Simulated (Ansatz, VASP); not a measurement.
# One calculation of W5C, two programs

Contents of INCAR:

```
ALGO = Normal ; EDIFF = 1E-7
EDIFFG = -0.01 ; ENCUT = 600
GGA = PE ; IBRION = 2
ISIF = 3 ; ISMEAR = 0
LASPH = True ; LCHARG = False
LREAL = False ; LWAVE = False
NELM = 100 ; NSW = 100
PREC = Accurate ; SIGMA = 0.1
```

File KPOINTS:

```
k-points
0
Gamma
  12 12 4
```

The input POSCAR:

```
W5C
1.0
    3.0198776977      0.0000000000      0.0000000000
   -1.5099388489      2.6152908025      0.0000000000
    0.0000000000      0.0000000000     11.1439746030
W C
5 1
Direct
    0.3333333333      0.6666666667      0.1104321655
    0.6666666667      0.3333333333      0.8895678345
    0.0000000000      0.0000000000      0.5000000000
    0.3333333333      0.6666666667      0.6897566291
    0.6666666667      0.3333333333      0.3102433709
    0.0000000000      0.0000000000      0.0000000000
```

Input for Ansatz:

```yaml
crystal:
  lattice:
    - [3.0198776977, 0.0, 0.0]
    - [-1.5099388489, 2.6152908025, 0.0]
    - [0.0, 0.0, 11.143974603]
  atoms:
    - { symbol: W, position: [0.3333333333, 0.6666666667, 0.1104321655] }
    - { symbol: W, position: [0.6666666667, 0.3333333333, 0.8895678345] }
    - { symbol: W, position: [0.0, 0.0, 0.5] }
    - { symbol: W, position: [0.3333333333, 0.6666666667, 0.6897566291] }
    - { symbol: W, position: [0.6666666667, 0.3333333333, 0.3102433709] }
    - { symbol: C, position: [0.0, 0.0, 0.0] }
basis:
  ecutwfc: 420
kpoints:
  mp_grid: { grid: [12, 12, 4] }
hamiltonian:
  xc: pbe
scf:
  occupations: { method: gaussian, width: 0.1 }
output:
  forces: true
  stress: true
  eigenvalues: true
relax:
  adjacent_minimum: "off"
  f_tol: 0.01
  max_steps: 80
  cell: { stress_tol: 0.05 }
```

Alike in both runs: task relaxation of cell and atoms; functional PBE; k mesh 12 × 12 × 4; occupations gaussian, width 0.1 eV; no spin polarisation.

|  | VASP | Ansatz |
| --- | --- | --- |
| version | VASP 6.6.1 | Ansatz 0.2.0 |
| potentials or method | VASP PAW PBE potentials, release 64 (W_sv, C), cutoff 600 eV | scalar-relativistic, plane waves, PAW |
| valence electrons in the cell | 74 | 74 |

Ansatz gave:

| Item | Value |
| --- | --- |
| gap on the k mesh at the Fermi level, each at its own relaxed structure (eV) | none |
| relaxed volume (Å³/atom) | 14.63 |
| relaxed length of the cell vector where the two differ most in proportion (Å) | 11.165 |

Which values does VASP return?

gap on the k mesh at the Fermi level, each at its own relaxed structure (eV): none; relaxed volume (Å³/atom): 14.66; relaxed length of the cell vector where the two differ most in proportion (Å): 11.173.

A gap of «none» marks a metal or a gap that the smearing closes.

Neither program's run includes spin-orbit coupling.
